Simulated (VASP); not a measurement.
Input of a VASP 6.6.1 run:

INCAR

```
SYSTEM = Rh
  PREC = Accurate
  ENCUT = 520
  EDIFF = 1E-6
  ISMEAR = 0
  SIGMA = 0.15
  LREAL = .FALSE.
  LASPH = .TRUE.
  NELM = 150
  ALGO = Normal
  ISIF = 2
  LWAVE = .FALSE.
  LCHARG = .TRUE.
  ISPIN = 2
  MAGMOM = 0.875
  LORBIT = 11
  NUPDOWN = 0.875
  LMAXMIX = 4
  LELF = .TRUE.
  LVHAR = .TRUE.
  NBANDS = 18
```

Contents of KPOINTS:

```
regular mesh
0
G
  22 22 22
  0 0 0
```

File POSCAR:

```
Rh
1.0
    0.0000000000      1.9834890697      1.9834890697
    1.9834890697      0.0000000000      1.9834890697
    1.9834890697      1.9834890697      0.0000000000
Rh
1
Direct
    0.0000000000      0.0000000000      0.0000000000
```

Potentials or basis: VASP PAW LDA potentials, release 64 (Rh_pv).

Run with:

```sh
$ cat potpaw_LDA.64/Rh_pv/POTCAR > POTCAR
$ mpirun -np 1 vasp_std > vasp.out
```

Problem. Predict the pressure.

Solution. -29.6 GPa.

Caveat: the cell stands under tension; the total moment is fixed, so each spin has its own Fermi level.
